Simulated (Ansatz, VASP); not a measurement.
# Sn: VASP beside Ansatz

INCAR

```
SYSTEM = Sn
PREC = Accurate
ENCUT = 520
EDIFF = 1E-6
ISMEAR = -1
SIGMA = 0.05
LREAL = .FALSE.
LASPH = .TRUE.
NELM = 100
ALGO = Normal
ISIF = 2
LWAVE = .FALSE.
LCHARG = .FALSE.
GGA = PS
NBANDS = 21
```

File KPOINTS:

```
regular mesh
0
G
  11 11 11
  0 0 0
```

The input POSCAR:

```
Sn
1.0
    0.0000000000      3.2456000000      3.2456000000
    3.2456000000      0.0000000000      3.2456000000
    3.2456000000      3.2456000000      0.0000000000
Sn
2
Direct
    0.5000000000      0.5000000000      0.5000000000
    0.7500000000      0.7500000000      0.7500000000
```

Input for Ansatz:

```yaml
crystal:
  lattice:
    - [0.0, 3.2456, 3.2456]
    - [3.2456, 0.0, 3.2456]
    - [3.2456, 3.2456, 0.0]
  atoms:
    - { symbol: Sn, position: [0.5, 0.5, 0.5] }
    - { symbol: Sn, position: [0.75, 0.75, 0.75] }
kpoints:
  mp_grid: { grid: [11, 11, 11] }
  band_path:
    path:
      - [0.0, 0.0, 0.0]
      - [0.5, 0.0, 0.5]
      - [0.625, 0.25, 0.625]
      - [0.375, 0.375, 0.75]
      - [0.0, 0.0, 0.0]
      - [0.5, 0.5, 0.5]
      - [0.5, 0.25, 0.75]
      - [0.5, 0.0, 0.5]
    npoints: 14
scf:
  occupations: { method: fermi_dirac, width: 0.05 }
hamiltonian:
  xc: pbesol
  pseudopotentials: { kind: all_electron, lapw: { basis_error: 0.001 } }
output:
  forces: true
  stress: true
  eigenvalues: true
  populations: true
  dos: { projected: true, de: 0.2, e_range: [-14, 8] }
```

Alike in both runs: task single point; functional PBEsol; k mesh 11 × 11 × 11; occupations fermi-dirac, width 0.05 eV; no spin polarisation.

|  | VASP | Ansatz |
| --- | --- | --- |
| version | VASP 6.6.1 | Ansatz 0.2.0 |
| potentials or method | VASP PAW PBE potentials, release 64 (Sn_d), cutoff 520 eV | all-electron LAPW, scalar-relativistic |

```csv
,VASP,Ansatz,Ansatz less VASP
pressure (GPa),0.9,1.0,+0.07
```

VASP's potentials were made for PBE, not for PBEsol. Ansatz ran all-electron here, and VASP with PAW potentials.
